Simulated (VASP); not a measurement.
Crystal: Zn.

```xyz
1
Lattice="-1.5585 1.5585 1.5585 1.5585 -1.5585 1.5585 1.5585 1.5585 -1.5585" Properties=species:S:1:pos:R:3 pbc="T T T"
Zn    0.0000    0.0000    0.0000
```

Base run:

* Program: VASP 6.6.1
* Functional: r2SCAN
* Potentials or basis: VASP PAW PBE potentials, release 64 (Zn)
* Cutoff: 520 eV
* k mesh: 12 × 12 × 12
* Occupations: fermi-dirac, width 0.05 eV
* Spin: no spin polarisation

Its results: band gap on the k mesh zero (band 6 reaches 7.60 eV, above the bottom of band 7 at 2.21 eV); pressure -3.5 GPa.

The run is repeated on the same cell with these changes: functional from r2SCAN to PBE0; k mesh from 12 × 12 × 12 to 6 × 6 × 6. What comes out?

Band gap on the k mesh zero (band 6 reaches 8.40 eV, above the bottom of band 7 at 1.86 eV); pressure 1.3 GPa.

Several settings changed at once, so the effect can't be laid on one alone.

Caveats: some runs use coarse meshes; the PAW data sets were made with another functional, which shifts forces and pressure a little.
